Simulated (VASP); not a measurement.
Wanted: the native input for a VASP 6.6.1 run.

```yaml
Task: single point
Functional: PBEsol
Potentials_or_basis: VASP PAW PBE potentials, release 64 (Be, Al)
Cutoff: 520 eV
k_mesh: 4 × 4 × 1
Occupations: gaussian, width 0.05 eV
Spin: no spin polarisation
Dipole_correction: no
Further_INCAR_settings: ALGO = Normal; EDIFF = 1e-06; NBANDS = 26
```

The structure of Be12Al lies in POSCAR:

```
Be12Al
1.0
    4.5800000000      0.0000000000      0.0000000000
    2.2900000000      3.9663960000      0.0000000000
    0.0000000000      0.0000000000     14.5884300000
Be Al
12 1
Direct
    0.0000000000      0.0000000000      0.0685474722
    0.5000000000      0.0000000000      0.0685474722
    0.0000000000      0.5000000000      0.0685474722
    0.5000000000      0.5000000000      0.0685474722
   -0.1612103722      0.3321181244      0.1902161507
    0.3302128149      0.3316839771      0.1902817507
   -0.1671996262      0.8332158463      0.1922059468
    0.3322768443      0.8356873595      0.1892539499
   -0.0004331058      0.0006408841      0.3145912891
    0.4999363566     -0.0002347219      0.3164517361
    0.0001612311      0.5016478435      0.3175452739
    0.5037794568      0.4958982915      0.3058285230
    0.3711426772      0.6764412832      0.4599454499
```

The input as run:

INCAR

```
ALGO = Normal ; EDIFF = 1E-6
ENCUT = 520 ; GGA = PS
ISIF = 2 ; ISMEAR = 0
LASPH = True ; LCHARG = False
LREAL = False ; LWAVE = False
NBANDS = 26 ; NELM = 60
PREC = Accurate ; SIGMA = 0.05
```

KPOINTS

```
k-points
0
Gamma
  4 4 1
```

Potentials or basis: VASP PAW PBE potentials, release 64 (Be, Al).

Run with:

```console
$ cat potpaw_PBE.64/Be/POTCAR potpaw_PBE.64/Al/POTCAR > POTCAR
$ mpirun -np 1 vasp_std > vasp.out
```

Results of the run:

| Property | Result |
| --- | --- |
| Largest force | 0.125 eV/Å |

Caveat: the k points lie up to 0.40 Å⁻¹ apart; the PAW data sets were made with another functional, which shifts forces and pressure a little.

Wall time 80 s on 1 thread of Intel Xeon 6975P-C, on a shared host, peak memory 0.38 GiB.
